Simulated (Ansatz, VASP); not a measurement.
# CdPtC6N6 in VASP and in Ansatz

```xyz
14
Lattice="0.0000 5.4730 5.4730 5.4730 0.0000 5.4730 5.4730 5.4730 0.0000" Properties=species:S:1:pos:R:3 pbc="T T T"
Cd    5.4730    5.4730    5.4730
Pt    0.0000    0.0000    0.0000
C     5.4730    8.9399    5.4730
C     2.0062    5.4730    5.4730
C     5.4730    2.0062    5.4730
C     8.9399    5.4730    5.4730
C     5.4730    5.4730    8.9399
C     5.4730    5.4730    2.0062
N     5.4730    7.7826    5.4730
N     3.1635    5.4730    5.4730
N     5.4730    3.1635    5.4730
N     7.7826    5.4730    5.4730
N     5.4730    5.4730    7.7826
N     5.4730    5.4730    3.1635
```

Alike in both runs: task electric field gradients; functional PBE; k mesh 5 × 5 × 5; occupations methfessel-paxton of order 1, width 0.1 eV; no spin polarisation; Hubbard terms Pt d U = 4.0 eV.

|  | VASP | Ansatz |
| --- | --- | --- |
| version | VASP 6.6.1 | Ansatz 0.2.0 |
| potentials or method | VASP PAW PBE potentials, release 64 (Cd, Pt, C, N) | plane-wave PAW, scalar-relativistic |
| plane-wave cutoff (eV) | 520 | 420 |
| valence electrons in the cell | 76 | 92 |

VASP gave:

```
gap on the k mesh at the Fermi level (eV)            : 5.25
pressure (GPa)                                       : 1.3
rms of the force components (eV/Å)                   : 0.295
size of Vzz on the site where it differs most (V/Å²) : 51.5
```

Task: What did Ansatz give for the same quantities?

Result: gap on the k mesh at the Fermi level (eV): 5.42; pressure (GPa): 1.8; rms of the force components (eV/Å): 0.116; size of Vzz on the site where it differs most (V/Å²): 38.7.

The programs project onto different local orbitals, so the same U acts differently, and such runs can settle in different states. Atom by atom the forces differ by 0.409 eV/Å (rms over components). VASP's potentials hold 76 valence electrons a cell and Ansatz's 92, so a difference there can come from the potentials and not from the codes. Ansatz's warnings: xc potential rough in thin density.

Neither program's run includes spin-orbit coupling. Noted on VASP's run: the standard files for N, O and F lose accuracy on very short bonds.
